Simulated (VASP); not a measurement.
Wanted: the native input for a VASP 6.6.1 run.

* Task: single point
* Functional: PBE
* Potentials or basis: VASP PAW PBE potentials, release 64 (Si, C)
* Cutoff: 520 eV
* k mesh: 24 × 24 × 24
* Occupations: gaussian, width 0.1 eV
* Spin: no spin polarisation
* Dipole correction: no
* Further INCAR settings: ALGO = Normal; EDIFF = 1e-06; NBANDS = 11

The structure of SiC lies in POSCAR:

```
SiC
1.0
    0.0000000000      2.0284838557      2.0284838557
    2.0284838557      0.0000000000      2.0284838557
    2.0284838557      2.0284838557      0.0000000000
Si C
1 1
Direct
    0.0000000000      0.0000000000      0.0000000000
    0.5000000000      0.5000000000      0.5000000000
```

The input as run:

INCAR

```
PREC     = Accurate       # precision mode
ENCUT    = 520            # plane-wave cutoff, eV
EDIFF    = 1E-6           # SCF threshold, eV
ISMEAR   = 0              # smearing method
SIGMA    = 0.1            # smearing width, eV
LREAL    = F              # projectors in reciprocal space
LASPH    = T              # aspherical terms in the spheres
NELM     = 80             # most SCF steps
ALGO     = Normal         # electronic algorithm
ISIF     = 2              # what is computed and relaxed
LWAVE    = F              # write WAVECAR
LCHARG   = F              # write CHGCAR
GGA      = PE             # functional
NBANDS   = 11             # bands
```

KPOINTS

```
regular mesh
0
Gamma
  24 24 24
```

Potentials or basis: VASP PAW PBE potentials, release 64 (Si, C).

Command:

```console
$ cat potpaw_PBE.64/Si/POTCAR potpaw_PBE.64/C/POTCAR > POTCAR
$ mpirun -np 1 vasp_std > vasp.out
```

It gave:

```yaml
Pressure: 0.2 GPa
Band_gap_on_the_k_mesh: zero (band 4 reaches 12.38 eV, above the bottom of band 5 at 11.33 eV)
```

Wall time 26 s on 1 thread of Intel(R) Xeon(R) 6975P-C (Granite Rapids), on a shared host, peak memory 0.19 GiB.
